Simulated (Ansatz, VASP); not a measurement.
# W16F in VASP and in Ansatz

```
W F
1.0
     6.36841    0.00000    0.00000
     0.00000    6.36841    0.00000
     0.00000    0.00000    6.36841
W F
16 1
Direct
  0.01212 0.99492 0.99992
  0.25475 0.24979 0.24877
  0.01055 0.99867 0.49991
  0.25474 0.24979 0.75105
  0.01209 0.50469 0.99991
  0.25321 0.74984 0.24506
  0.01058 0.50096 0.49990
  0.25322 0.74984 0.75475
  0.50589 0.99857 0.99991
  0.77838 0.24978 0.22027
  0.48701 0.97023 0.49990
  0.77839 0.24978 0.77955
  0.50584 0.50104 0.99991
  0.75941 0.74981 0.24863
  0.48695 0.52950 0.49991
  0.75942 0.74980 0.75119
  0.63267 0.24989 0.49991
```

Alike in both runs: functional PBE; k mesh 3 × 3 × 3; occupations methfessel-paxton of order 1, width 0.1 eV; no spin polarisation.

Ansatz relaxed the structure, and its values are those at the end. VASP's run is a single point on that final structure, the one shown.

```csv
,VASP,Ansatz
version,VASP 6.6.1,Ansatz 0.2.0
potentials or method,"VASP PAW PBE potentials, release 64 (W_sv, F), cutoff 520 eV",plane-wave PAW DFT
valence electrons in the cell,231,231
```

Ansatz gave:

| Quantity | Value |
| --- | --- |
| rms of the force components (eV/Å) | 0.003 |

Q: Which values does VASP return?

A: rms of the force components (eV/Å): 0.031.

Neither program's run includes spin-orbit coupling.
